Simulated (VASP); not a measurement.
# MgO (Fm-3m) in VASP: further runs

MgO is run at these levels: PBE; tasks: single point.

Everything below comes from runs of VASP 6.6.1. Logs are shortened: lines on timing, memory, paths and dates and some standing lists are left out, and cuts for length are marked.

## 1. The cell of the first run

It takes space group Fm-3m (No. 225, cubic). Conventional cell: a = 4.305 Å, b = 4.305 Å, c = 4.305 Å, α = 90.00°, β = 90.00°, γ = 90.00°. Within 2.8 Å of Mg (site symmetry m-3m) lie 6 O at 2.15 Å. Within 2.8 Å of O (site symmetry m-3m) lie 6 Mg at 2.15 Å.

## 2. Single point, PBE

INCAR reads:

```
  ALGO = Normal
  EDIFF = 1E-6
  ENCUT = 600
  GGA = PE
  GGA_COMPAT = False
  ISIF = 2
  ISMEAR = 1
  LASPH = True
  LCHARG = False
  LREAL = False
  LWAVE = False
  NBANDS = 11
  NELM = 120
  PREC = Accurate
  SIGMA = 0.3
```

KPOINTS reads:

```
k-points
0
Gamma
  9 9 9
```

POSCAR reads:

```
MgO
1.0
    0.0000000000      2.1525000000      2.1525000000
    2.1525000000      0.0000000000      2.1525000000
    2.1525000000      2.1525000000      0.0000000000
Mg O
1 1
Direct
    0.0000000000      0.0000000000      0.0000000000
    0.5000000000      0.5000000000      0.5000000000
```

Potentials or basis: VASP PAW PBE potentials, release 64 (Mg, O).

Started as:

```
> cat potpaw_PBE.64/Mg/POTCAR potpaw_PBE.64/O/POTCAR > POTCAR
> mpirun -np 1 vasp_std > vasp.out
```

OUTCAR:

```text
EDIFF = 1E-6
   ENCUT = 600
   GGA = PE
   ISIF = 2
   ISMEAR = 1
   LASPH = True
   LREAL = False
   NELM = 120
   PREC = Accurate

 ion  position               nearest neighbor table
   1  0.000  0.000  0.000-   2 2.15   2 2.15   2 2.15   2 2.15   2 2.15   2 2.15
   2  0.500  0.500  0.500-   1 2.15   1 2.15   1 2.15   1 2.15   1 2.15   1 2.15

  LATTYP: Found a face centered cubic cell.
 ALAT       =     4.3050000000

  Lattice vectors:

 A1 = (   0.0000000000,   2.1525000000,   2.1525000000)
 A2 = (   2.1525000000,   0.0000000000,   2.1525000000)
 A3 = (   2.1525000000,   2.1525000000,   0.0000000000)

Analysis of symmetry for initial positions (statically):
=====================================================================
 Subroutine PRICEL returns:
 Original cell was already a primitive cell.

 Routine SETGRP: Setting up the symmetry group for a
 face centered cubic supercell.

 Subroutine GETGRP returns: Found 48 space group operations
 (whereof 48 operations were pure point group operations)
 out of a pool of 48 trial point group operations.

The static configuration has the point symmetry O_h .

Analysis of symmetry for dynamics (positions and initial velocities):
=====================================================================
 Subroutine PRICEL returns:
 Original cell was already a primitive cell.

 Routine SETGRP: Setting up the symmetry group for a
 face centered cubic supercell.

 Subroutine GETGRP returns: Found 48 space group operations
 (whereof 48 operations were pure point group operations)
 out of a pool of 48 trial point group operations.

The dynamic configuration has the point symmetry O_h .

 Subroutine INISYM returns: Found 48 space group operations
 (whereof 48 operations are pure point group operations),
 and found     1 'primitive' translations

----------------------------------------------------------------------------------------

                                     Primitive cell

  volume of cell :      19.9462

  direct lattice vectors                    reciprocal lattice vectors
     0.000000000  2.152500000  2.152500000    -0.232288037  0.232288037  0.232288037
     2.152500000  0.000000000  2.152500000     0.232288037 -0.232288037  0.232288037
     2.152500000  2.152500000  0.000000000     0.232288037  0.232288037 -0.232288037

  length of vectors
     3.044094693  3.044094693  3.044094693     0.402334682  0.402334682  0.402334682

  position of ions in fractional coordinates (direct lattice)
     0.000000000  0.000000000  0.000000000
     0.500000000  0.500000000  0.500000000

  ion indices of the primitive-cell ions
   primitive index   ion index
                 1           1
                 2           2

----------------------------------------------------------------------------------------

 KPOINTS: k-points

Automatic generation of k-mesh.
 Grid dimensions read from file:
 generate k-points for:    9    9    9

 Generating k-lattice:

  Cartesian coordinates                     Fractional coordinates (reciprocal lattice)
    -0.025809782  0.025809782  0.025809782     0.111111111  0.000000000  0.000000000
     0.025809782 -0.025809782  0.025809782     0.000000000  0.111111111  0.000000000
     0.025809782  0.025809782 -0.025809782     0.000000000  0.000000000  0.111111111

  Length of vectors
     0.044703854  0.044703854  0.044703854

  Shift w.r.t. Gamma in fractional coordinates (k-lattice)
     0.000000000  0.000000000  0.000000000

 Subroutine IBZKPT returns following result:
 ===========================================

 Found     35 irreducible k-points:

 Following reciprocal coordinates:
            Coordinates               Weight
  0.000000  0.000000  0.000000      1.000000
  0.111111  0.000000  0.000000      8.000000
  0.222222  0.000000  0.000000      8.000000
  0.333333  0.000000  0.000000      8.000000
  0.444444  0.000000  0.000000      8.000000
  0.111111  0.111111  0.000000      6.000000
[... 16 lines left out ...]
 -0.333333  0.333333  0.000000     12.000000
  0.444444  0.444444  0.000000      6.000000
 [... further k-points ...]
   k-points           NKPTS =     35   k-points in BZ     NKDIM =     35   number of bands    NBANDS=     11
   number of dos      NEDOS =    301   number of ions     NIONS =      2
   total plane-waves  NPLWV =  13824
   dimension x,y,z NGX =    24 NGY =   24 NGZ =   24
   dimension x,y,z NGXF=    48 NGYF=   48 NGZF=   48
   ions per type =               1   1
   NGX,Y,Z   is equivalent  to a cutoff of  13.11, 13.11, 13.11 a.u.
   NGXF,Y,Z  is equivalent  to a cutoff of  26.21, 26.21, 26.21 a.u.
 SYSTEM =  unknown system
   PREC   = accura    normal or accurate (medium, high low for compatibility)
   ISTART =      0    job   : 0-new  1-cont  2-samecut
   ICHARG =      2    charge: 1-file 2-atom 10-const
   ISPIN  =      1    spin polarized calculation?
   LNONCOLLINEAR =      F non collinear calculations
   LSORBIT =      F    spin-orbit coupling
   LASPH  =      T    aspherical Exc in radial PAW
   ENCUT  =  600.0 eV  44.10 Ry    6.64 a.u.   6.08  6.08  6.08*2*pi/ulx,y,z
   NELM   =    120;   NELMIN=  2; NELMDL= -5     # of ELM steps
   EDIFF  = 0.1E-05   stopping-criterion for ELM
   LREAL  =      F    real-space projection
   EDIFFG = 0.1E-04   stopping-criterion for IOM
   NSW    =      0    number of steps for IOM
   IBRION =     -1    ionic relax: 0-MD 1-quasi-New 2-CG
   NFREE  =      0    steps in history (QN), initial steepest desc. (CG)
   ISIF   =      2    stress and relaxation
   ISYM   =      2    0-nonsym 1-usesym 2-fastsym
   POTIM  = 0.5000    time-step for ionic-motion
   TEBEG  =    0.0;   TEEND  =   0.0 temperature during run
   PSTRESS=    0.0 pullay stress
   NELECT =       8.0000    total number of electrons
   NUPDOWN=      -1.0000    fix difference up-down
   EMIN   =  10.00;   EMAX   =-10.00  energy-range for DOS
   EFERMI =   0.00;   METHOD = LEGACY
   ISMEAR =     1;   SIGMA  =   0.30  broadening in eV -4-tet -1-fermi 0-gaus
   EFERMI_NEDOS =   21; number of points for ismear=-14 and -15
   IALGO  =     38    algorithm
   IMIX   =      4    mixing-type and parameters
     AMIX     =   0.40;   BMIX     =  1.00
     AMIX_MAG =   1.60;   BMIX_MAG =  1.00
  volume/ion in A,a.u.               =       9.97        67.30
  Fermi-wavevector in a.u.,A,eV,Ry     =   1.207309  2.281483 19.831775  1.457594
  Thomas-Fermi vector in A             =   2.342950
   LORBIT       =      0    0 simple, 1 ext, 2 COOP (PROOUT), +10 PAW based schemes
   GGA     = PE    functional components
   LHFCALC =     F    Hartree Fock is set to
   AEXX    =    0.0000 exact exchange contribution
   IVDW    =     0    specifies the selected vdW correction
   LEPSILON=     F    determine dielectric tensor
   LRPA    =     F    only Hartree local field effects (RPA)
 non-spin polarized calculation
 Methfessel and Paxton  Order N= 1 SIGMA  =   0.30
  energy-cutoff  :      600.00
  volume of cell :       19.95
 maximum number of plane-waves:       680
   NGX = 13   NGY = 13   NGZ = 13

 number of electron       7.9999998 magnetization

 Free energy of the ion-electron system (eV)
  ---------------------------------------------------
  ext. energy  EPLUGINS =         0.00000000
  ---------------------------------------------------
  free energy    TOTEN  =       -11.89880086 eV

  energy without entropy =      -11.90573156  energy(sigma->0) =      -11.90111109

 E-fermi :   2.7618     XC(G=0): -10.7729

 val. band max:        2.7098193632   @ k =   0.0000   0.0000   0.0000
 cond. band min:       6.8262217018   @ k =   0.0000   0.0000   0.0000
 fundamental gap:      4.1164023386
 Fermi energy:         2.7618209043

 k-point     1 :       0.0000    0.0000    0.0000
  band No.  band energies     occupation
      1     -14.2309      2.00000
      2       2.7098      1.28856
      3       2.7098      1.28855
      4       2.7098      1.28855
      5       6.8262     -0.00000
      6      18.1397      0.00000
      7      18.1397      0.00000
      8      18.1397      0.00000
      9      21.8861      0.00000
     10      23.5878      0.00000
     11      23.5878      0.00000

 k-point     2 :       0.1111    0.0000    0.0000
  band No.  band energies     occupation
      1     -14.1155      2.00000
      2       1.9432      2.00079
      3       2.6362      1.64460
      4       2.6362      1.64460
      5       7.5863     -0.00000
      6      16.7155      0.00000
      7      18.3996      0.00000
      8      18.3996      0.00000
      9      22.6441      0.00000
     10      22.6441      0.00000
     11      23.6107      0.00000

 k-point     3 :       0.2222    0.0000    0.0000
  band No.  band energies     occupation
      1     -13.8068      2.00000
      2       0.5238      2.00000
      3       2.4567      2.05359
      4       2.4567      2.05359
      5       8.9197      0.00000
      6      15.1254      0.00000
      7      18.8017      0.00000
      8      18.8017      0.00000
      9      22.0502      0.00000
     10      22.0502      0.00000
     11      23.8163      0.00000

 k-point     4 :       0.3333    0.0000    0.0000
  band No.  band energies     occupation
      1     -13.4214      2.00000
      2      -0.7625      2.00000
      3       2.2633      2.04048
      4       2.2633      2.04048
      5       9.8658      0.00000
      6      14.4818      0.00000
      7      18.6649      0.00000
      8      18.6649      0.00000
      9      22.8932      0.00000
     10      22.8932      0.00000
     11      23.1170      0.00000
[... 239 lines left out ...]
 k-point    22 :      -0.4444    0.3333    0.0000
  band No.  band energies     occupation
      1     -12.8858      2.00000
      2      -0.7293      2.00000
      3       0.5207      2.00000
      4       1.6383      2.00000
      5      12.3223      0.00000
      6      13.4841      0.00000
      7      14.8140      0.00000
      8      19.9772      0.00000
      9      20.1920      0.00000
     10      27.4316      0.00000
     11      28.5316      0.00000

 k-point    23 :      -0.3333    0.3333    0.0000
  band No.  band energies     occupation
      1     -12.8999      2.00000
      2      -0.3103      2.00000
      3      -0.1454      2.00000
      4       1.7939      2.00005
      5      12.5956      0.00000
      6      14.3897      0.00000
      7      14.4190      0.00000
      8      19.6286      0.00000
      9      20.7207      0.00000
     10      25.2170      0.00000
     11      29.0851      0.00000

 k-point    24 :       0.4444    0.4444    0.0000
  band No.  band energies     occupation
      1     -12.9130      2.00000
      2      -1.0484      2.00000
      3       1.4832      2.00000
      4       1.4832      2.00000
      5      11.8436      0.00000
      6      11.9627      0.00000
      7      15.1426      0.00000
      8      20.6298      0.00000
      9      20.6298      0.00000
     10      26.9975      0.00000
     11      28.3707      0.00000

 [... further k-points ...]

------------------------ aborting loop because EDIFF is reached ----------------------------------------

  FORCE on cell =-STRESS in cart. coord.  units (eV):
  Direction    XX          YY          ZZ          XY          YZ          ZX
  --------------------------------------------------------------------------------------
  -------------------------------------------------------------------------------------
  Total       -0.7513486     -0.7513486     -0.7513486     -0.0000000     -0.0000000     -0.0000000
  in kB      -60.3521257    -60.3521257    -60.3521257     -0.0000000     -0.0000000     -0.0000000
  external PRESSURE =     -60.3521257 kB  Pullay stress =       0.0000000 kB

 VOLUME and BASIS-vectors are now :
 -----------------------------------------------------------------------------
  energy-cutoff  :      600.00
  volume of cell :       19.95
      direct lattice vectors                 reciprocal lattice vectors
     0.000000000  2.152500000  2.152500000    -0.232288037  0.232288037  0.232288037
     2.152500000  0.000000000  2.152500000     0.232288037 -0.232288037  0.232288037
     2.152500000  2.152500000  0.000000000     0.232288037  0.232288037 -0.232288037

 POSITION                                       TOTAL-FORCE (eV/Angst)
 -----------------------------------------------------------------------------------
      0.00000      0.00000      0.00000         0.000000      0.000000      0.000000
      2.15250      2.15250      2.15250         0.000000      0.000000      0.000000
 -----------------------------------------------------------------------------------
    total drift:                               -0.000000     -0.000000      0.000000

  FREE ENERGIE OF THE ION-ELECTRON SYSTEM (eV)
  ---------------------------------------------------
  free  energy   TOTEN  =       -11.8988008591 eV

  energy  without entropy=      -11.9057315557  energy(sigma->0) =      -11.90111109
```

It took 5.3 s on 1 thread of Intel Xeon Platinum 8259CL at 2.50GHz (Skylake/Cascade Lake), shared host; peak memory 0.14 GiB.

What came out:

```
Free energy            : -11.8988 eV
Pressure               : -6.0 GPa
Band gap on the k mesh : 4.12 eV
```

Levels at points of the mesh, in eV from the valence-band top:
```csv
k point,band 2,band 3,band 4,band 5,band 6,band 7
"(0.00, 0.00, 0.00)",0.00,0.00,0.00,4.12,15.43,15.43
```

Caveat: the cell stands under tension.

## 3. Single point, PBE

INCAR reads:

```
SYSTEM = MgO
ALGO     = Normal         ! electronic algorithm
EDIFF    = 1E-6           ! SCF threshold, eV
ENCUT    = 600            ! plane-wave cutoff, eV
GGA      = PE             ! functional
GGA_COMPAT= .FALSE.      
ISIF     = 2              ! what is computed and relaxed
ISMEAR   = -1             ! smearing method
LASPH    = .TRUE.         ! aspherical terms in the spheres
LCHARG   = .FALSE.        ! write CHGCAR
LREAL    = .FALSE.        ! projectors in reciprocal space
LWAVE    = .FALSE.        ! write WAVECAR
NBANDS   = 11             ! bands
NELM     = 120            ! most SCF steps
PREC     = Accurate       ! precision mode
SIGMA    = 0.1            ! smearing width, eV
```

KPOINTS reads:

```
k-points
0
G
  9 9 9
  0 0 0
```

POSCAR is that of step 2.

Potentials or basis: VASP PAW PBE potentials, release 64 (Mg, O).

Started as:

```
> cat potpaw_PBE.64/Mg/POTCAR potpaw_PBE.64/O/POTCAR > POTCAR
> mpirun -np 1 vasp_std > vasp.out
```

It took 5.4 s on 1 thread of Intel Xeon Platinum 8259CL at 2.50GHz (Skylake/Cascade Lake), shared host; peak memory 0.14 GiB.

It converged, with:

```yaml
Free_energy: -11.9010 eV
Pressure: -6.0 GPa
Band_gap_on_the_k_mesh: 4.12 eV
```

Levels at points of the mesh, in eV from the valence-band top:
| k point | band 2 | band 3 | band 4 | band 5 | band 6 | band 7 |
| --- | --- | --- | --- | --- | --- | --- |
| (0.00, 0.00, 0.00) | 0.00 | 0.00 | 0.00 | 4.12 | 15.43 | 15.43 |

Caveat: the cell stands under tension. PBE gaps usually lie below the measured ones, often by a third to a half.

[end of part 1 of 2]
